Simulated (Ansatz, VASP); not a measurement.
**One calculation of MgGeSb2, two programs**

File INCAR:

```
SYSTEM = MgGeSb2
ALGO     = Normal         ! electronic algorithm
EDIFF    = 1E-6           ! SCF threshold, eV
ENCUT    = 520            ! plane-wave cutoff, eV
GGA      = PE             ! functional
ISIF     = 2              ! what is computed and relaxed
ISMEAR   = -1             ! smearing method
LASPH    = .True.         ! aspherical terms in the spheres
LCHARG   = .True.         ! write CHGCAR
LELF     = .True.         ! ELF
LREAL    = .False.        ! projectors in reciprocal space
LVHAR    = .True.       
LWAVE    = .False.        ! write WAVECAR
NBANDS   = 21             ! bands
NELM     = 60             ! most SCF steps
PREC     = Accurate       ! precision mode
SIGMA    = 0.02           ! smearing width, eV
```

Contents of KPOINTS:

```
k-points
0
Gamma
  6 6 4
  0 0 0
```

POSCAR

```
MgGeSb2
1.0
    4.5536110972      0.0000000000      0.0000000000
    0.0000000000      4.5536110972      0.0000000000
    0.0000000000      0.0000000000      6.6387121549
Mg Sb Ge
1 2 1
Direct
    0.0000000000      0.0000000000      0.0000000000
    0.0000000000      0.5000000000      0.2589925260
    0.5000000000      0.0000000000      0.7410074740
    0.5000000000      0.5000000000      0.5000000000
```

Input for Ansatz:

```yaml
crystal:
  lattice:
    - [4.5536110972, 0.0, 0.0]
    - [0.0, 4.5536110972, 0.0]
    - [0.0, 0.0, 6.6387121549]
  atoms:
    - { symbol: Mg, position: [0.0, 0.0, 0.0] }
    - { symbol: Sb, position: [0.0, 0.5, 0.258992526] }
    - { symbol: Ge, position: [0.5, 0.5, 0.5] }
    - { symbol: Sb, position: [0.5, 0.0, 0.741007474] }
kpoints:
  mp_grid: { grid: [6, 6, 4] }
hamiltonian:
  xc: pbe
scf:
  occupations: { method: fermi_dirac, width: 0.02 }
  n_extra_bands: 5
output:
  forces: true
  stress: true
  eigenvalues: true
```

Alike in both runs: task single point; functional PBE; k mesh 6 × 6 × 4; occupations fermi-dirac, width 0.02 eV; no spin polarisation.

```csv
,VASP,Ansatz
version,VASP 6.6.1,Ansatz 0.2.0
potentials or method,"VASP PAW PBE potentials, release 64 (Mg, Sb, Ge_d)","plane waves, PAW"
plane-wave cutoff (eV),520,420
valence electrons in the cell,26,54
```

VASP gave:

* pressure (GPa): -1.9
* rms of the force components (eV/Å): 0.020

Q: Estimate Ansatz's values.

A: Pressure (GPa): -2.0; rms of the force components (eV/Å): 0.023.

The functional is the same, so the differences come from potentials, cutoffs and numerics. VASP's potentials hold 26 valence electrons a cell and Ansatz's 54, so a difference there can come from the potentials and not from the codes.

Neither program's run includes spin-orbit coupling.
